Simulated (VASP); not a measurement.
# AlNi (P4/mmm) in VASP: notebook

The runs below take AlNi through single point, with PBEsol.

Everything below comes from runs of VASP 6.6.1. Logs are shortened: lines on timing, memory, paths and dates and some standing lists are left out, and cuts for length are marked.

### 1 The cell of the first run

Symmetry: P4/mmm, No. 123, tetragonal system. Conventional cell: a = 2.791 Å, b = 2.791 Å, c = 2.862 Å, α = 90.00°, β = 90.00°, γ = 90.00°. Within 3.2 Å of Al (site symmetry 4/mmm) lie 8 Ni at 2.44 Å and 6 Al at 2.79 to 2.86 Å. Ni (site symmetry 4/mmm) has 8 Al at 2.44 Å and 6 Ni at 2.79 to 2.86 Å within 3.2 Å.

### 2 Single point, PBEsol (strain -0.025 along x and y, +0.000 along z)

File INCAR:

```
SYSTEM = AlNi
PREC     = Accurate       ! precision mode
ENCUT    = 600            ! plane-wave cutoff, eV
EDIFF    = 1E-6           ! SCF threshold, eV
ISMEAR   = 0              ! smearing method
SIGMA    = 0.15           ! smearing width, eV
LREAL    = .False.        ! projectors in reciprocal space
LASPH    = .True.         ! aspherical terms in the spheres
NELM     = 120            ! most SCF steps
ALGO     = Normal         ! electronic algorithm
ISIF     = 2              ! what is computed and relaxed
LWAVE    = .False.        ! write WAVECAR
LCHARG   = .True.         ! write CHGCAR
GGA      = PS             ! functional
LELF     = .True.         ! ELF
LVHAR    = .True.       
NBANDS   = 14             ! bands
GGA_COMPAT= .False.
```

File KPOINTS:

```
regular mesh
0
Gamma
  20 20 20
  0 0 0
```

File POSCAR:

```
AlNi
1.0
    2.7906114132      0.0000000000      0.0000000000
    0.0000000000      2.7906114132      0.0000000000
    0.0000000000      0.0000000000      2.8621655520
Al Ni
1 1
Direct
    0.0000000000      0.0000000000      0.0000000000
    0.5000000000      0.5000000000      0.5000000000
```

Potentials or basis: VASP PAW PBE potentials, release 64 (Al, Ni).

On the command line:

```bash
> cat potpaw_PBE.64/Al/POTCAR potpaw_PBE.64/Ni/POTCAR > POTCAR
> mpirun -np 1 vasp_std > vasp.out
```

OUTCAR:

```text
SYSTEM = AlNi
   PREC = Accurate
   ENCUT = 600
   EDIFF = 1E-6
   ISMEAR = 0
   LREAL = .False.
   LASPH = .True.
   NELM = 120
   ISIF = 2
   GGA = PS

 ion  position               nearest neighbor table
   1  0.000  0.000  0.000-   2 2.44   2 2.44   2 2.44   2 2.44   2 2.44   2 2.44   2 2.44   2 2.44

   2  0.500  0.500  0.500-   1 2.44   1 2.44   1 2.44   1 2.44   1 2.44   1 2.44   1 2.44   1 2.44

  LATTYP: Found a simple tetragonal cell.
 ALAT       =     2.7906114132
 C/A-ratio  =     1.0256410256

  Lattice vectors:

 A1 = (   2.7906114132,   0.0000000000,   0.0000000000)
 A2 = (   0.0000000000,   2.7906114132,   0.0000000000)
 A3 = (   0.0000000000,   0.0000000000,   2.8621655520)

Analysis of symmetry for initial positions (statically):
=====================================================================
 Subroutine PRICEL returns:
 Original cell was already a primitive cell.

 Routine SETGRP: Setting up the symmetry group for a
 simple tetragonal supercell.

 Subroutine GETGRP returns: Found 16 space group operations
 (whereof 16 operations were pure point group operations)
 out of a pool of 16 trial point group operations.

The static configuration has the point symmetry D_4h.

Analysis of symmetry for dynamics (positions and initial velocities):
=====================================================================
 Subroutine PRICEL returns:
 Original cell was already a primitive cell.

 Routine SETGRP: Setting up the symmetry group for a
 simple tetragonal supercell.

 Subroutine GETGRP returns: Found 16 space group operations
 (whereof 16 operations were pure point group operations)
 out of a pool of 16 trial point group operations.

The dynamic configuration has the point symmetry D_4h.

 Subroutine INISYM returns: Found 16 space group operations
 (whereof 16 operations are pure point group operations),
 and found     1 'primitive' translations

----------------------------------------------------------------------------------------

                                     Primitive cell

  volume of cell :      22.2891

  direct lattice vectors                    reciprocal lattice vectors
     2.790611413  0.000000000  0.000000000     0.358344410  0.000000000  0.000000000
     0.000000000  2.790611413  0.000000000     0.000000000  0.358344410  0.000000000
     0.000000000  0.000000000  2.862165552     0.000000000  0.000000000  0.349385800

  length of vectors
     2.790611413  2.790611413  2.862165552     0.358344410  0.358344410  0.349385800

  position of ions in fractional coordinates (direct lattice)
     0.000000000  0.000000000  0.000000000
     0.500000000  0.500000000  0.500000000

  ion indices of the primitive-cell ions
   primitive index   ion index
                 1           1
                 2           2

----------------------------------------------------------------------------------------

 KPOINTS: regular mesh

Automatic generation of k-mesh.
 Grid dimensions read from file:
 generate k-points for:   20   20   20

 Generating k-lattice:

  Cartesian coordinates                     Fractional coordinates (reciprocal lattice)
     0.017917220  0.000000000  0.000000000     0.050000000  0.000000000  0.000000000
     0.000000000  0.017917220  0.000000000     0.000000000  0.050000000  0.000000000
     0.000000000  0.000000000  0.017469290     0.000000000  0.000000000  0.050000000

  Length of vectors
     0.017917220  0.017917220  0.017469290

  Shift w.r.t. Gamma in fractional coordinates (k-lattice)
     0.000000000  0.000000000  0.000000000

 Subroutine IBZKPT returns following result:
 ===========================================

 Found    726 irreducible k-points:

 Following reciprocal coordinates:
            Coordinates               Weight
  0.000000  0.000000  0.000000      1.000000
  0.050000  0.000000  0.000000      4.000000
  0.100000  0.000000  0.000000      4.000000
  0.150000  0.000000  0.000000      4.000000
  0.200000  0.000000  0.000000      4.000000
  0.250000  0.000000  0.000000      4.000000
[... 16 lines left out ...]
  0.150000  0.100000  0.000000      8.000000
  0.200000  0.100000  0.000000      8.000000
 [... further k-points ...]
   k-points           NKPTS =    726   k-points in BZ     NKDIM =    726   number of bands    NBANDS=     14
   number of dos      NEDOS =    301   number of ions     NIONS =      2
   total plane-waves  NPLWV =  13824
   dimension x,y,z NGX =    24 NGY =   24 NGZ =   24
   dimension x,y,z NGXF=    48 NGYF=   48 NGZF=   48
   ions per type =               1   1
   NGX,Y,Z   is equivalent  to a cutoff of  14.30, 14.30, 13.94 a.u.
   NGXF,Y,Z  is equivalent  to a cutoff of  28.60, 28.60, 27.88 a.u.
 SYSTEM =  AlNi
   PREC   = accura    normal or accurate (medium, high low for compatibility)
   ISTART =      0    job   : 0-new  1-cont  2-samecut
   ICHARG =      2    charge: 1-file 2-atom 10-const
   ISPIN  =      1    spin polarized calculation?
   LNONCOLLINEAR =      F non collinear calculations
   LSORBIT =      F    spin-orbit coupling
   LASPH  =      T    aspherical Exc in radial PAW
   ENCUT  =  600.0 eV  44.10 Ry    6.64 a.u.   5.57  5.57  5.72*2*pi/ulx,y,z
   NELM   =    120;   NELMIN=  2; NELMDL= -5     # of ELM steps
   EDIFF  = 0.1E-05   stopping-criterion for ELM
   LREAL  =      F    real-space projection
   EDIFFG = 0.1E-04   stopping-criterion for IOM
   NSW    =      0    number of steps for IOM
   IBRION =     -1    ionic relax: 0-MD 1-quasi-New 2-CG
   NFREE  =      0    steps in history (QN), initial steepest desc. (CG)
   ISIF   =      2    stress and relaxation
   ISYM   =      2    0-nonsym 1-usesym 2-fastsym
   POTIM  = 0.5000    time-step for ionic-motion
   TEBEG  =    0.0;   TEEND  =   0.0 temperature during run
   PSTRESS=    0.0 pullay stress
   NELECT =      13.0000    total number of electrons
   NUPDOWN=      -1.0000    fix difference up-down
   EMIN   =  10.00;   EMAX   =-10.00  energy-range for DOS
   EFERMI =   0.00;   METHOD = LEGACY
   ISMEAR =     0;   SIGMA  =   0.15  broadening in eV -4-tet -1-fermi 0-gaus
   EFERMI_NEDOS =   21; number of points for ismear=-14 and -15
   IALGO  =     38    algorithm
   IMIX   =      4    mixing-type and parameters
     AMIX     =   0.40;   BMIX     =  1.00
     AMIX_MAG =   1.60;   BMIX_MAG =  1.00
[... 4 lines left out ...]
   GGA     = PS    functional components
   LHFCALC =     F    Hartree Fock is set to
   AEXX    =    0.0000 exact exchange contribution
   IVDW    =     0    specifies the selected vdW correction
   LEPSILON=     F    determine dielectric tensor
   LRPA    =     F    only Hartree local field effects (RPA)
 non-spin polarized calculation
 Gauss-broadening in eV      SIGMA  =   0.15
  energy-cutoff  :      600.00
  volume of cell :       22.29
 maximum number of plane-waves:       764
 NGX is ok and might be reduce to    24
   NGX = 11   NGY = 11   NGZ = 11

 number of electron      12.9999994 magnetization

 Free energy of the ion-electron system (eV)
  ---------------------------------------------------
  ext. energy  EPLUGINS =         0.00000000
  ---------------------------------------------------
  free energy    TOTEN  =       -11.55289242 eV

  energy without entropy =      -11.54362943  energy(sigma->0) =      -11.54826093

 E-fermi :  10.8514     XC(G=0): -12.5119

 val. band max:       10.8477989380   @ k =   0.3500   0.1500   0.0500
 cond. band min:      10.8525589683   @ k =   0.4500   0.4000   0.2500
 fundamental gap:      0.0047600303
 Fermi energy:        10.8513593864

 k-point     1 :       0.0000    0.0000    0.0000
  band No.  band energies     occupation
      1      -0.8032      2.00000
      2       7.2469      2.00000
      3       7.2717      2.00000
      4       9.1352      2.00000
      5       9.1352      2.00000
      6       9.2110      2.00000
      7      16.0314      0.00000
      8      16.9770      0.00000
      9      16.9770      0.00000
     10      19.0994      0.00000
     11      19.3323      0.00000
     12      25.9111      0.00000
     13      32.3927      0.00000
     14      32.3934      0.00000

 k-point     2 :       0.0500    0.0000    0.0000
  band No.  band energies     occupation
      1      -0.7539      2.00000
      2       7.2552      2.00000
      3       7.2756      2.00000
      4       9.1099      2.00000
      5       9.1377      2.00000
      6       9.1889      2.00000
      7      16.0988      0.00000
      8      16.3515      0.00000
      9      17.0411      0.00000
     10      19.1396      0.00000
     11      19.8627      0.00000
     12      26.0860      0.00000
     13      31.7272      0.00000
     14      32.3830      0.00000

 k-point     3 :       0.1000    0.0000    0.0000
  band No.  band energies     occupation
      1      -0.6065      2.00000
      2       7.2566      2.00000
      3       7.3043      2.00000
      4       9.0382      2.00000
      5       9.1258      2.00000
      6       9.1453      2.00000
      7      15.2025      0.00000
      8      16.2968      0.00000
      9      17.2302      0.00000
     10      19.1499      0.00000
     11      20.8257      0.00000
     12      26.6246      0.00000
     13      30.5092      0.00000
     14      31.2171      0.00000

 k-point     4 :       0.1500    0.0000    0.0000
  band No.  band energies     occupation
      1      -0.3622      2.00000
      2       7.2269      2.00000
      3       7.3613      2.00000
      4       8.9312      2.00000
      5       9.0309      2.00000
      6       9.1570      2.00000
      7      14.0018      0.00000
      8      16.6149      0.00000
      9      17.5358      0.00000
     10      19.1572      0.00000
     11      21.7196      0.00000
     12      27.5394      0.00000
     13      29.2129      0.00000
     14      29.9519      0.00000

 k-point     5 :       0.2000    0.0000    0.0000
  band No.  band energies     occupation
      1      -0.0229      2.00000
      2       7.1384      2.00000
      3       7.4357      2.00000
      4       8.8035      2.00000
      5       8.9164      2.00000
      6       9.1719      2.00000
      7      12.8802      0.00000
      8      17.0393      0.00000
      9      17.9461      0.00000
     10      19.1653      0.00000
     11      22.4670      0.00000
[... 276 lines left out ...]
 k-point    22 :       0.1000    0.1000    0.0000
  band No.  band energies     occupation
      1      -0.4110      2.00000
      2       7.2948      2.00000
      3       7.3165      2.00000
      4       9.0265      2.00000
      5       9.0309      2.00000
      6       9.0735      2.00000
      7      15.0904      0.00000
      8      15.7877      0.00000
      9      16.5587      0.00000
     10      19.8285      0.00000
     11      21.8444      0.00000
     12      27.1975      0.00000
     13      29.3132      0.00000
     14      30.4743      0.00000

 k-point    23 :       0.1500    0.1000    0.0000
  band No.  band energies     occupation
      1      -0.1682      2.00000
      2       7.2789      2.00000
      3       7.3691      2.00000
      4       8.9270      2.00000
      5       8.9368      2.00000
      6       9.0714      2.00000
      7      14.1190      0.00000
      8      15.8116      0.00000
      9      16.8733      0.00000
     10      19.9865      0.00000
     11      22.7563      0.00000
     12      27.8365      0.00000
     13      28.1842      0.00000
     14      29.3237      0.00000

 k-point    24 :       0.2000    0.1000    0.0000
  band No.  band energies     occupation
      1       0.1689      2.00000
      2       7.2018      2.00000
      3       7.4446      2.00000
      4       8.8067      2.00000
      5       8.8137      2.00000
      6       9.0854      2.00000
      7      13.0236      0.00000
      8      16.1131      0.00000
      9      17.2937      0.00000
     10      20.0889      0.00000
     11      23.5818      0.00000
     12      26.8180      0.00000
     13      28.0617      0.00000
     14      29.0914      0.00000

 [... further k-points ...]

------------------------ aborting loop because EDIFF is reached ----------------------------------------

  FORCE on cell =-STRESS in cart. coord.  units (eV):
  Direction    XX          YY          ZZ          XY          YZ          ZX
  --------------------------------------------------------------------------------------
  -------------------------------------------------------------------------------------
  Total        1.4842113      1.4842113      1.1873112      0.0000000      0.0000000      0.0000000
  in kB      106.6873240    106.6873240     85.3457052      0.0000000      0.0000000      0.0000000
  external PRESSURE =      99.5734510 kB  Pullay stress =       0.0000000 kB

 VOLUME and BASIS-vectors are now :
 -----------------------------------------------------------------------------
  energy-cutoff  :      600.00
  volume of cell :       22.29
      direct lattice vectors                 reciprocal lattice vectors
     2.790611413  0.000000000  0.000000000     0.358344410  0.000000000  0.000000000
     0.000000000  2.790611413  0.000000000     0.000000000  0.358344410  0.000000000
     0.000000000  0.000000000  2.862165552     0.000000000  0.000000000  0.349385800

 POSITION                                       TOTAL-FORCE (eV/Angst)
 -----------------------------------------------------------------------------------
      0.00000      0.00000      0.00000         0.000000      0.000000      0.000000
      1.39531      1.39531      1.43108         0.000000      0.000000      0.000000
 -----------------------------------------------------------------------------------
    total drift:                                0.000000      0.000000     -0.000000

  FREE ENERGIE OF THE ION-ELECTRON SYSTEM (eV)
  ---------------------------------------------------
  free  energy   TOTEN  =       -11.5528924238 eV

  energy  without entropy=      -11.5436294349  energy(sigma->0) =      -11.54826093
```

It took 3.1 min on 1 thread of Intel Xeon 8259CL, shared host; peak memory 0.39 GiB.

Results:

| Quantity | Value |
| --- | --- |
| Free energy | -11.5529 eV |
| Pressure | 10.0 GPa |
| Band gap on the k mesh | zero (an odd number of electrons rules out a gap without spin polarisation) |

Levels at points of the mesh, in eV from the Fermi level:
```csv
k point,band 3,band 4,band 5,band 6,band 7,band 8,band 9,band 10,band 11,band 12
"(0.00, 0.00, 0.00)",-3.58,-1.72,-1.72,-1.64,5.18,6.13,6.13,8.25,8.48,15.06
"(0.50, 0.00, 0.00)",-3.04,-2.57,-2.41,-1.61,-0.62,8.36,9.79,10.67,11.20,11.97
"(0.50, 0.50, 0.00)",-2.95,-2.95,-2.37,-2.37,-1.07,1.76,3.01,12.66,15.33,15.33
"(0.00, 0.00, 0.50)",-3.09,-2.41,-2.41,-1.56,-0.82,8.38,10.58,10.58,11.70,11.70
"(0.50, 0.00, 0.50)",-3.20,-3.07,-2.26,-2.24,-1.13,1.52,2.76,13.32,15.75,16.02
"(0.50, 0.50, 0.50)",-4.46,-1.11,-1.04,1.88,1.95,1.95,4.37,4.70,4.70,4.98
```

Caveat: the cell differs from its parent crystal (strain -0.025 along x and y, +0.000 along z); the cell stands under pressure; the PAW data sets were made with another functional, which shifts forces and pressure a little. Spin polarisation is off, so any magnetic state and its effect on volume and gap are missing.

### 3 Single point, PBEsol (strain +0.000 along x and y, -0.025 along z)

File INCAR:

```
SYSTEM = AlNi
PREC = Accurate
ENCUT = 600
EDIFF = 1E-6
ISMEAR = 0
SIGMA = 0.15
LREAL = .FALSE.
LASPH = .TRUE.
NELM = 120
ALGO = Normal
ISIF = 2
LWAVE = .FALSE.
LCHARG = .FALSE.
GGA = PS
NBANDS = 14
GGA_COMPAT = .FALSE.
```

File KPOINTS:

```
Automatic mesh
0
G
  20 20 20
  0 0 0
```

File POSCAR:

```
AlNi
1.0
    2.8621655520      0.0000000000      0.0000000000
    0.0000000000      2.8621655520      0.0000000000
    0.0000000000      0.0000000000      2.7906114132
Al Ni
1 1
Direct
    0.0000000000      0.0000000000      0.0000000000
    0.5000000000      0.5000000000      0.5000000000
```

Potentials or basis: VASP PAW PBE potentials, release 64 (Al, Ni).

On the command line:

```bash
> cat potpaw_PBE.64/Al/POTCAR potpaw_PBE.64/Ni/POTCAR > POTCAR
> mpirun -np 1 vasp_std > vasp.out
```

Wall time 3.5 min (1 thread of Intel Xeon 8259CL, shared host); peak memory 0.39 GiB.

The run converged. Its results:

* Free energy: -11.5789 eV
* Pressure: 4.8 GPa
* Band gap on the k mesh: zero (an odd number of electrons rules out a gap without spin polarisation)

Stress tensor (GPa, compression positive):
```
4.05 0.00 0.00
0.00 4.05 0.00
0.00 0.00 6.35
```

Levels at points of the mesh, in eV from the Fermi level:
```tsv
k point	band 3	band 4	band 5	band 6	band 7	band 8	band 9	band 10	band 11	band 12
(0.00, 0.00, 0.00)	-3.45	-1.69	-1.61	-1.61	5.38	5.38	6.33	8.19	8.37	14.58
(0.50, 0.00, 0.00)	-2.97	-2.44	-2.28	-1.52	-0.74	8.33	9.89	10.78	11.01	11.79
(0.50, 0.50, 0.00)	-3.12	-3.12	-2.13	-2.13	-1.11	1.38	2.56	13.24	15.87	15.87
(0.00, 0.00, 0.50)	-2.91	-2.43	-2.43	-1.58	-0.54	8.36	9.99	9.99	11.28	11.28
(0.50, 0.00, 0.50)	-3.01	-2.88	-2.26	-2.23	-1.06	1.63	2.80	12.59	15.17	15.43
(0.50, 0.50, 0.50)	-4.32	-1.07	-1.01	1.93	1.93	1.98	4.14	4.49	4.77	4.77
```

Caveat: the cell differs from its parent crystal (strain +0.000 along x and y, -0.025 along z); the cell stands under pressure; the PAW data sets were made with another functional, which shifts forces and pressure a little.

### 4 Single point, PBEsol (strain -0.025 along x and y, +0.025 along z)

File INCAR:

```
PREC = Accurate
ENCUT = 600
EDIFF = 1E-6
ISMEAR = 0
SIGMA = 0.15
LREAL = False
LASPH = True
NELM = 120
ALGO = Normal
ISIF = 2
LWAVE = False
LCHARG = True
GGA = PS
LELF = True
LVHAR = True
NBANDS = 14
GGA_COMPAT = False
```

File KPOINTS:

```
regular mesh
0
Gamma
  20 20 20
```

File POSCAR:

```
AlNi
1.0
    2.7906114132      0.0000000000      0.0000000000
    0.0000000000      2.7906114132      0.0000000000
    0.0000000000      0.0000000000      2.9337196908
Al Ni
1 1
Direct
    0.0000000000      0.0000000000      0.0000000000
    0.5000000000      0.5000000000      0.5000000000
```

On the command line:

```bash
> cat potpaw_PBE.64/Al/POTCAR potpaw_PBE.64/Ni/POTCAR > POTCAR
> mpirun -np 1 vasp_std > vasp.out
```

Run time: 3.2 min. Hardware: 1 thread of Intel Xeon 8259CL, shared host; peak memory 0.39 GiB.

It converged, with:

- Free energy: -11.5722 eV
- Pressure: 5.0 GPa
- Band gap on the k mesh: zero (an odd number of electrons rules out a gap without spin polarisation)

Stress tensor (GPa, compression positive):
```
6.20 0.00 0.00
0.00 6.20 0.00
0.00 0.00 2.68
```

Levels at points of the mesh, in eV from the Fermi level:
```tsv
k point	band 4	band 5	band 6	band 7	band 8	band 9	band 10	band 11
(0.00, 0.00, 0.00)	-1.68	-1.68	-1.54	4.50	6.32	6.32	7.98	8.49
(0.50, 0.00, 0.00)	-2.59	-2.29	-1.57	-0.54	8.28	9.17	10.57	10.87
(0.50, 0.50, 0.00)	-2.77	-2.36	-2.36	-1.00	1.86	3.03	12.00	14.80
(0.00, 0.00, 0.50)	-2.29	-2.29	-1.47	-0.93	8.37	10.67	10.67	11.52
(0.50, 0.00, 0.50)	-2.99	-2.16	-2.12	-1.13	1.41	2.56	13.25	15.61
(0.50, 0.50, 0.50)	-1.12	-0.98	1.87	1.99	1.99	4.15	4.49	4.49
```

Caveat: the cell differs from its parent crystal (strain -0.025 along x and y, +0.025 along z); the cell stands under pressure; the PAW data sets were made with another functional, which shifts forces and pressure a little.

### 5 Summary

```csv
cell,gap on the mesh (eV),pressure (GPa)
"a = 2.791, b = 2.791, c = 2.862 Å, 2 atoms",none,10.0
"a = 2.862, b = 2.862, c = 2.791 Å, 2 atoms",none,4.8
"a = 2.791, b = 2.791, c = 2.934 Å, 2 atoms",none,5.0
```

Alike in all rows: task single point; level PBEsol; potentials or basis VASP PAW PBE potentials, release 64 (Al, Ni); no spin polarisation; k mesh 20 × 20 × 20; cutoff (eV) 600; smearing gaussian 0.15 eV.

Caveats: the cell stands under pressure; the PAW data sets were made with another functional, which shifts forces and pressure a little.

Total energies depend on the potentials used, so only differences within one code and one set of settings carry meaning.
